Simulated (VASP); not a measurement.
Wanted: the native input for a VASP 6.6.1 run.

```yaml
Task: single point
Functional: PBEsol
Potentials_or_basis: VASP PAW PBE potentials, release 64 (Ga_d, N)
Cutoff: 520 eV
k_mesh: 8 × 8 × 8
Occupations: gaussian, width 0.01 eV
Spin: no spin polarisation
Dipole_correction: no
Further_INCAR_settings: ALGO = Normal; EDIFF = 1e-06; NBANDS = 16
```

The structure of GaN lies in POSCAR:

```
GaN
1.0
    3.0196780000      0.0000000000      0.0000000000
    1.5098390000      2.6151178592      0.0000000000
    1.5098390000      0.8717059531      2.4655567625
Ga N
1 1
Direct
    0.0000000000      0.0000000000      0.0000000000
    0.5000000000      0.5000000000      0.5000000000
```

The input as run:

INCAR

```
SYSTEM = GaN
ALGO = Normal
EDIFF = 1E-6
ENCUT = 520
GGA = PS
ISIF = 2
ISMEAR = 0
LASPH = .TRUE.
LCHARG = .TRUE.
LELF = .TRUE.
LREAL = .FALSE.
LVHAR = .TRUE.
LWAVE = .FALSE.
NBANDS = 16
NELM = 100
PREC = Accurate
SIGMA = 0.01
```

KPOINTS

```
k-points
0
G
  8 8 8
  0 0 0
```

Potentials or basis: VASP PAW PBE potentials, release 64 (Ga_d, N).

Launch:

```console
$ cat potpaw_PBE.64/Ga_d/POTCAR potpaw_PBE.64/N/POTCAR > POTCAR
$ mpirun -np 1 vasp_std > vasp.out
```

Results of the run:

```json
{
  "Pressure": "-7.3 GPa",
  "Band gap on the k mesh": "0.34 eV, indirect (least direct gap 2.37 eV)"
}
```

Caveat: the PAW data sets were made with another functional, which shifts forces and pressure a little.

Run time: 4.3 s on 1 thread of Intel(R) Xeon(R) Platinum 8481C CPU @ 2.70GHz (Sapphire Rapids), on a shared host, peak memory 0.14 GiB.
